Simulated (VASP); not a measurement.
## Ti: single point with r2SCAN50

Ti:

```
Ti
1.0
    -1.64100    1.64100    1.64100
     1.64100   -1.64100    1.64100
     1.64100    1.64100   -1.64100
Ti
1
Direct
  0.00000 0.00000 0.00000
```

| Property | Result |
| --- | --- |
| Program | VASP 6.6.1 |
| Task | single point |
| Functional | r2SCAN50 |
| Potentials or basis | VASP PAW PBE potentials, release 64 (Ti_sv) |
| Cutoff | 520 eV |
| k mesh | 6 × 6 × 6 |
| Occupations | fermi-dirac, width 0.05 eV |
| Spin | no spin polarisation |
| Dipole correction | no |
| Grid for exact exchange (PRECFOCK) | Normal |
| Further INCAR settings | ALGO = Normal; EDIFF = 1e-07; NBANDS = 12 |

```
Pressure               : -4.7 GPa
Band gap on the k mesh : zero (band 6 reaches 11.24 eV, above the bottom of band 7 at 6.34 eV)
```

Levels at points of the mesh, in eV from the Fermi level:
```tsv
k point	band 4	band 5	band 6	band 7	band 8	band 9
(0.00, 0.00, 0.00)	-40.45	-9.57	3.16	3.16	3.16	4.90
(0.50, 0.00, 0.00)	-40.46	-4.45	-0.52	0.58	4.88	5.09
(0.50, 0.50, 0.50)	-40.91	-4.23	-4.23	6.50	6.50	6.50
```

It took 11 min on 1 thread of Intel(R) Xeon(R) Platinum 8488C (Sapphire Rapids), with other jobs on the host, peak memory 0.15 GiB.

Caveat: the k points lie up to 0.45 Å⁻¹ apart; the PAW data sets were made with another functional, which shifts forces and pressure a little.
